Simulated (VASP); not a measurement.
# Al3Ag (Pm-3m) in VASP: notebook

The runs below take Al3Ag through single point, with LDA.

Program: VASP 6.6.1. These are calculated values, not measurements. Logs are shortened: lines on timing, memory, paths and dates and some standing lists are left out, and cuts for length are marked.

### Step 1. The cell of the first run

The structure is cubic, space group Pm-3m (No. 221). Conventional cell: a = 3.911 Å, b = 3.911 Å, c = 3.911 Å, α = 90.00°, β = 90.00°, γ = 90.00°. Al (site symmetry 4/mmm) has 8 Al at 2.77 Å and 4 Ag at 2.77 Å within 3.6 Å. Within 3.6 Å of Ag (site symmetry m-3m) lie 12 Al at 2.77 Å.

### Step 2. Single point, LDA

INCAR

```
SYSTEM = Al3Ag
ALGO = Normal
EDIFF = 1E-7
ENCUT = 520
GGA = CA
ISIF = 2
ISMEAR = 1
LASPH = .TRUE.
LCHARG = .FALSE.
LREAL = .FALSE.
LWAVE = .FALSE.
NBANDS = 18
NELM = 60
PREC = Accurate
SIGMA = 0.15
```

KPOINTS

```
k-points
0
G
  6 6 6
  0 0 0
```

POSCAR

```
Al3Ag
1.0
    3.9112456122      0.0000000000      0.0000000000
    0.0000000000      3.9112456122      0.0000000000
    0.0000000000      0.0000000000      3.9112456122
Al Ag
3 1
Direct
    0.0000000000      0.5000000000      0.5000000000
    0.5000000000      0.0000000000      0.5000000000
    0.5000000000      0.5000000000      0.0000000000
    0.0000000000      0.0000000000      0.0000000000
```

Potentials or basis: VASP PAW LDA potentials, release 64 (Al, Ag).

The run is started by

```
$ cat potpaw_LDA.64/Al/POTCAR potpaw_LDA.64/Ag/POTCAR > POTCAR
$ mpirun -np 1 vasp_std > vasp.out
```

OUTCAR:

```text
SYSTEM = Al3Ag
   EDIFF = 1E-7
   ENCUT = 520
   GGA = CA
   ISIF = 2
   ISMEAR = 1
   LASPH = .TRUE.
   LREAL = .FALSE.
   NELM = 60
   PREC = Accurate

 ion  position               nearest neighbor table
   1  0.000  0.500  0.500-   2 2.77   3 2.77   4 2.77   3 2.77   4 2.77   2 2.77   4 2.77   4 2.77
                             2 2.77   3 2.77   3 2.77   2 2.77
   2  0.500  0.000  0.500-   1 2.77   3 2.77   4 2.77   3 2.77   4 2.77   1 2.77   3 2.77   3 2.77
                             1 2.77   4 2.77   4 2.77   1 2.77
   3  0.500  0.500  0.000-   1 2.77   2 2.77   4 2.77   1 2.77   2 2.77   2 2.77   4 2.77   2 2.77
                             1 2.77   4 2.77   1 2.77   4 2.77
   4  0.000  0.000  0.000-   1 2.77   2 2.77   3 2.77   1 2.77   2 2.77   1 2.77   3 2.77   1 2.77
                             2 2.77   3 2.77   2 2.77   3 2.77

  LATTYP: Found a simple cubic cell.
 ALAT       =     3.9112456122

  Lattice vectors:

 A1 = (   3.9112456122,   0.0000000000,   0.0000000000)
 A2 = (   0.0000000000,   3.9112456122,   0.0000000000)
 A3 = (   0.0000000000,   0.0000000000,   3.9112456122)

Analysis of symmetry for initial positions (statically):
=====================================================================
 Subroutine PRICEL returns:
 Original cell was already a primitive cell.

 Routine SETGRP: Setting up the symmetry group for a
 simple cubic supercell.

 Subroutine GETGRP returns: Found 48 space group operations
 (whereof 48 operations were pure point group operations)
 out of a pool of 48 trial point group operations.

The static configuration has the point symmetry O_h .

Analysis of symmetry for dynamics (positions and initial velocities):
=====================================================================
 Subroutine PRICEL returns:
 Original cell was already a primitive cell.

 Routine SETGRP: Setting up the symmetry group for a
 simple cubic supercell.

 Subroutine GETGRP returns: Found 48 space group operations
 (whereof 48 operations were pure point group operations)
 out of a pool of 48 trial point group operations.

The dynamic configuration has the point symmetry O_h .

 Subroutine INISYM returns: Found 48 space group operations
 (whereof 48 operations are pure point group operations),
 and found     1 'primitive' translations

----------------------------------------------------------------------------------------

                                     Primitive cell

  volume of cell :      59.8336

  direct lattice vectors                    reciprocal lattice vectors
     3.911245612  0.000000000  0.000000000     0.255673026  0.000000000  0.000000000
     0.000000000  3.911245612  0.000000000     0.000000000  0.255673026  0.000000000
     0.000000000  0.000000000  3.911245612     0.000000000  0.000000000  0.255673026

  length of vectors
     3.911245612  3.911245612  3.911245612     0.255673026  0.255673026  0.255673026

  position of ions in fractional coordinates (direct lattice)
     0.000000000  0.500000000  0.500000000
     0.500000000  0.000000000  0.500000000
     0.500000000  0.500000000  0.000000000
     0.000000000  0.000000000  0.000000000

  ion indices of the primitive-cell ions
   primitive index   ion index
                 1           1
                 2           2
                 3           3
                 4           4

----------------------------------------------------------------------------------------

 KPOINTS: k-points

Automatic generation of k-mesh.
 Grid dimensions read from file:
 generate k-points for:    6    6    6

 Generating k-lattice:

  Cartesian coordinates                     Fractional coordinates (reciprocal lattice)
     0.042612171  0.000000000  0.000000000     0.166666667  0.000000000  0.000000000
     0.000000000  0.042612171  0.000000000     0.000000000  0.166666667  0.000000000
     0.000000000  0.000000000  0.042612171     0.000000000  0.000000000  0.166666667

  Length of vectors
     0.042612171  0.042612171  0.042612171

  Shift w.r.t. Gamma in fractional coordinates (k-lattice)
     0.000000000  0.000000000  0.000000000

 Subroutine IBZKPT returns following result:
 ===========================================

 Found     20 irreducible k-points:

 Following reciprocal coordinates:
            Coordinates               Weight
  0.000000  0.000000  0.000000      1.000000
  0.166667  0.000000  0.000000      6.000000
  0.333333  0.000000  0.000000      6.000000
  0.500000  0.000000  0.000000      3.000000
  0.166667  0.166667  0.000000     12.000000
  0.333333  0.166667  0.000000     24.000000
[... 12 lines left out ...]
  0.500000  0.500000  0.333333      6.000000
  0.500000  0.500000  0.500000      1.000000
   k-points           NKPTS =     20   k-points in BZ     NKDIM =     20   number of bands    NBANDS=     18
   number of dos      NEDOS =    301   number of ions     NIONS =      4
   total plane-waves  NPLWV =  27000
   dimension x,y,z NGX =    30 NGY =   30 NGZ =   30
   dimension x,y,z NGXF=    60 NGYF=   60 NGZF=   60
   ions per type =               3   1
   NGX,Y,Z   is equivalent  to a cutoff of  12.75, 12.75, 12.75 a.u.
   NGXF,Y,Z  is equivalent  to a cutoff of  25.50, 25.50, 25.50 a.u.
 SYSTEM =  Al3Ag
   PREC   = accura    normal or accurate (medium, high low for compatibility)
   ISTART =      0    job   : 0-new  1-cont  2-samecut
   ICHARG =      2    charge: 1-file 2-atom 10-const
   ISPIN  =      1    spin polarized calculation?
   LNONCOLLINEAR =      F non collinear calculations
   LSORBIT =      F    spin-orbit coupling
   LASPH  =      T    aspherical Exc in radial PAW
   ENCUT  =  520.0 eV  38.22 Ry    6.18 a.u.   7.27  7.27  7.27*2*pi/ulx,y,z
   NELM   =     60;   NELMIN=  2; NELMDL= -5     # of ELM steps
   EDIFF  = 0.1E-06   stopping-criterion for ELM
   LREAL  =      F    real-space projection
   EDIFFG = 0.1E-05   stopping-criterion for IOM
   NSW    =      0    number of steps for IOM
   IBRION =     -1    ionic relax: 0-MD 1-quasi-New 2-CG
   NFREE  =      0    steps in history (QN), initial steepest desc. (CG)
   ISIF   =      2    stress and relaxation
   ISYM   =      2    0-nonsym 1-usesym 2-fastsym
   POTIM  = 0.5000    time-step for ionic-motion
   TEBEG  =    0.0;   TEEND  =   0.0 temperature during run
   PSTRESS=    0.0 pullay stress
   NELECT =      20.0000    total number of electrons
   NUPDOWN=      -1.0000    fix difference up-down
   EMIN   =  10.00;   EMAX   =-10.00  energy-range for DOS
   EFERMI =   0.00;   METHOD = LEGACY
   ISMEAR =     1;   SIGMA  =   0.15  broadening in eV -4-tet -1-fermi 0-gaus
   EFERMI_NEDOS =   21; number of points for ismear=-14 and -15
   IALGO  =     38    algorithm
   IMIX   =      4    mixing-type and parameters
     AMIX     =   0.40;   BMIX     =  1.00
     AMIX_MAG =   1.60;   BMIX_MAG =  1.00
  volume/ion in A,a.u.               =      14.96       100.94
  Fermi-wavevector in a.u.,A,eV,Ry     =   1.136152  2.147016 17.562961  1.290841
  Thomas-Fermi vector in A             =   2.272857
   LORBIT       =      0    0 simple, 1 ext, 2 COOP (PROOUT), +10 PAW based schemes
   GGA     = CA    functional components
   LHFCALC =     F    Hartree Fock is set to
   AEXX    =    0.0000 exact exchange contribution
   IVDW    =     0    specifies the selected vdW correction
   LEPSILON=     F    determine dielectric tensor
   LRPA    =     F    only Hartree local field effects (RPA)
 non-spin polarized calculation
 Methfessel and Paxton  Order N= 1 SIGMA  =   0.15
  energy-cutoff  :      520.00
  volume of cell :       59.83
 maximum number of plane-waves:      1640
 NGX is ok and might be reduce to    30
   NGX = 15   NGY = 15   NGZ = 15

 number of electron      20.0000010 magnetization

 Free energy of the ion-electron system (eV)
  ---------------------------------------------------
  ext. energy  EPLUGINS =         0.00000000
  ---------------------------------------------------
  free energy    TOTEN  =       -16.15019067 eV

  energy without entropy =      -16.14533740  energy(sigma->0) =      -16.14857291

 E-fermi :   9.6484     XC(G=0): -11.3772

 val. band max:        9.6042791043   @ k =   0.3333   0.1667   0.0000
 cond. band min:       9.6601646457   @ k =   0.1667   0.0000   0.0000
 fundamental gap:      0.0558855414
 Fermi energy:         9.6483999231

 k-point     1 :       0.0000    0.0000    0.0000
  band No.  band energies     occupation
      1      -1.9633      2.00000
      2       2.7110      2.00000
      3       2.7110      2.00000
      4       3.5508      2.00000
      5       3.5508      2.00000
      6       3.5508      2.00000
[... 10 lines left out ...]
     17      16.8457      0.00000
     18      16.8457      0.00000

 k-point     2 :       0.1667    0.0000    0.0000
  band No.  band energies     occupation
      1      -1.6864      2.00000
      2       2.6510      2.00000
      3       2.7583      2.00000
      4       3.4243      2.00000
      5       3.4243      2.00000
      6       3.5622      2.00000
[... 10 lines left out ...]
     17      16.4501      0.00000
     18      16.4501      0.00000

 k-point     3 :       0.3333    0.0000    0.0000
  band No.  band energies     occupation
      1      -0.8732      2.00000
      2       1.9097      2.00000
      3       2.8559      2.00000
      4       3.2100      2.00000
      5       3.2100      2.00000
      6       3.5850      2.00000
[... 10 lines left out ...]
     17      16.9462      0.00000
     18      17.3153      0.00000

 k-point     4 :       0.5000    0.0000    0.0000
  band No.  band energies     occupation
      1       0.3092      2.00000
      2       0.5241      2.00000
      3       2.9064      2.00000
      4       3.1165      2.00000
      5       3.1165      2.00000
      6       3.5965      2.00000
[... 291 lines left out ...]
      4       3.3481      2.00000
      5       3.4519      2.00000
      6       4.1519      2.00000
[... 10 lines left out ...]
     17      19.8571      0.00000
     18      20.1284      0.00000

 k-point    19 :       0.5000    0.5000    0.3333
  band No.  band energies     occupation
      1       1.8570      2.00000
      2       2.2737      2.00000
      3       2.2737      2.00000
      4       3.4444      2.00000
      5       3.9047      2.00000
      6       4.7007      2.00000
[... 10 lines left out ...]
     17      20.3399      0.00000
     18      21.5604      0.00000

 k-point    20 :       0.5000    0.5000    0.5000
  band No.  band energies     occupation
      1       2.1784      2.00000
      2       2.1784      2.00000
      3       2.1784      2.00000
      4       3.9076      2.00000
      5       3.9076      2.00000
      6       4.4589      2.00000
[... 10 lines left out ...]
     17      21.4816      0.00000
     18      21.4821      0.00000

------------------------ aborting loop because EDIFF is reached ----------------------------------------

  FORCE on cell =-STRESS in cart. coord.  units (eV):
  Direction    XX          YY          ZZ          XY          YZ          ZX
  --------------------------------------------------------------------------------------
  -------------------------------------------------------------------------------------
  Total        2.7643282      2.7643282      2.7643282      0.0000000     -0.0000000      0.0000000
  in kB       74.0209957     74.0209957     74.0209957      0.0000000     -0.0000000      0.0000000
  external PRESSURE =      74.0209957 kB  Pullay stress =       0.0000000 kB

 VOLUME and BASIS-vectors are now :
 -----------------------------------------------------------------------------
  energy-cutoff  :      520.00
  volume of cell :       59.83
      direct lattice vectors                 reciprocal lattice vectors
     3.911245612  0.000000000  0.000000000     0.255673026  0.000000000  0.000000000
     0.000000000  3.911245612  0.000000000     0.000000000  0.255673026  0.000000000
     0.000000000  0.000000000  3.911245612     0.000000000  0.000000000  0.255673026

 POSITION                                       TOTAL-FORCE (eV/Angst)
 -----------------------------------------------------------------------------------
      0.00000      1.95562      1.95562         0.000000      0.000000      0.000000
      1.95562      0.00000      1.95562         0.000000      0.000000      0.000000
      1.95562      1.95562      0.00000         0.000000      0.000000      0.000000
      0.00000      0.00000      0.00000         0.000000      0.000000      0.000000
 -----------------------------------------------------------------------------------
    total drift:                                0.000000     -0.000000      0.000000

  FREE ENERGIE OF THE ION-ELECTRON SYSTEM (eV)
  ---------------------------------------------------
  free  energy   TOTEN  =       -16.1501906672 eV

  energy  without entropy=      -16.1453374043  energy(sigma->0) =      -16.14857291
```

Run time: 22 s. Hardware: 1 thread of Intel Xeon Platinum 8375C at 2.90GHz (Ice Lake), shared host; peak memory 0.15 GiB.

What came out:

```
Free energy            : -16.1502 eV
Pressure               : 7.4 GPa
Band gap on the k mesh : zero (band 10 reaches 11.81 eV, above the bottom of band 11 at 7.44 eV)
```

(Continued in part 2 of 2.)
